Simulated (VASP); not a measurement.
CdO2: single point with PBEsol

The system is CdO2.

```
CELL_PARAMETERS angstrom
3.47623 0.00000 0.00000
-1.73811 3.01050 0.00000
0.00000 0.00000 4.14808
ATOMIC_POSITIONS crystal
Cd 0.00000 0.00000 0.00000
O 0.66667 0.33333 0.75578
O 0.33333 0.66667 0.24422
```

```
Program                : VASP 6.6.1
Task                   : single point
Functional             : PBEsol
Potentials or basis    : VASP PAW PBE potentials, release 64 (Cd_sv_GW, O)
Cutoff                 : 700 eV
k mesh                 : 8 × 8 × 6
Occupations            : fermi-dirac, width 0.1 eV
Spin                   : no spin polarisation
Dipole correction      : no
Further INCAR settings : ALGO = Normal; EDIFF = 1e-06; NBANDS = 23
```

```yaml
Pressure: -10.3 GPa
Largest_force: 0.337 eV/Å
Band_gap_on_the_k_mesh: zero (bands 16 and 17 overlap by 0.74 eV)
```

Forces on the atoms (eV/Å):
```
Cd   0.000  0.000  0.000
O    0.000  0.000  0.337
O    0.000  0.000 -0.337
```

Stress tensor (GPa, compression positive):
```
-11.05   0.00   0.00
  0.00 -11.05   0.00
  0.00   0.00  -8.91
```

Levels at points of the mesh, in eV from the Fermi level:
```csv
k point,band 14,band 15,band 16,band 17,band 18,band 19
"(0.00, 0.00, 0.00)",-0.94,-0.05,-0.05,0.04,3.21,8.36
"(0.50, 0.00, 0.00)",-2.27,-1.53,-0.16,0.38,7.18,8.91
"(0.00, 0.00, 0.50)",-1.16,-1.16,0.22,0.22,5.46,6.77
"(0.50, 0.00, 0.50)",-1.87,-0.59,-0.11,-0.07,7.39,8.22
```

Wall time 64 s on 1 thread of AMD EPYC 7R13 Processor (Zen 3) (shared host), peak memory 0.21 GiB.

Caveat: the cell stands under tension; semilocal functionals underestimate gaps, and a narrow one can read as zero; the PAW data sets were made with another functional, which shifts forces and pressure a little.
